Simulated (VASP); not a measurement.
Wanted: the native input for a VASP 6.6.1 run.

| Property | Result |
| --- | --- |
| Task | single point |
| Functional | PBE |
| Dispersion | D3(BJ) |
| Potentials or basis | VASP PAW PBE potentials, release 64 (Mn_pv, Hg) |
| Cutoff | 500 eV |
| k mesh | 4 × 4 × 4 |
| Occupations | gaussian, width 0.1 eV |
| Spin | collinear spin, ferromagnetic start |
| Starting moments | [4.13, 0.0] μB |
| Dipole correction | no |
| Further INCAR settings | ALGO = Normal; EDIFF = 1e-06; NBANDS = 24 |

The structure of MnHg lies in POSCAR:

```
MnHg
1.0
    3.3150000000      0.0000000000      0.0000000000
    0.0000000000      3.3150000000      0.0000000000
    0.0000000000      0.0000000000      3.3150000000
Mn Hg
1 1
Direct
    0.5000000000      0.5000000000      0.5000000000
    0.0000000000      0.0000000000      0.0000000000
```

One way to write it, as run:

INCAR

```
SYSTEM = MnHg
ALGO     = Normal         ! electronic algorithm
EDIFF    = 1E-6           ! SCF threshold, eV
ENCUT    = 500            ! plane-wave cutoff, eV
GGA      = PE             ! functional
GGA_COMPAT= .FALSE.      
ISIF     = 2              ! what is computed and relaxed
ISMEAR   = 0              ! smearing method
ISPIN    = 2              ! spin polarisation
IVDW     = 12             ! dispersion correction
LASPH    = .TRUE.         ! aspherical terms in the spheres
LCHARG   = .FALSE.        ! write CHGCAR
LMAXMIX  = 4              ! l up to which the mixer works
LORBIT   = 11             ! projections on sites
LREAL    = .FALSE.        ! projectors in reciprocal space
LWAVE    = .FALSE.        ! write WAVECAR
MAGMOM   = 4.13 0         ! initial moments
NBANDS   = 24             ! bands
NELM     = 200            ! most SCF steps
PREC     = Accurate       ! precision mode
SIGMA    = 0.1            ! smearing width, eV
```

KPOINTS

```
k-points
0
G
  4 4 4
  0 0 0
```

Potentials or basis: VASP PAW PBE potentials, release 64 (Mn_pv, Hg).

Run with:

```bash
$ cat potpaw_PBE.64/Mn_pv/POTCAR potpaw_PBE.64/Hg/POTCAR > POTCAR
$ mpirun -np 1 vasp_std > vasp.out
```

Results of the run:

* Pressure: -4.1 GPa
* Net moment: 3.72 μB per cell
* Site moments: Mn +3.70; Hg -0.08 μB
* Valence electrons inside the program's atomic spheres: Mn 11.42; Hg 10.58
* Dispersion energy per atom: -0.377 eV

Caveat: the k points lie up to 0.47 Å⁻¹ apart.

Wall time 33 s on 1 thread of Intel Xeon 8259CL (shared host), peak memory 0.16 GiB.
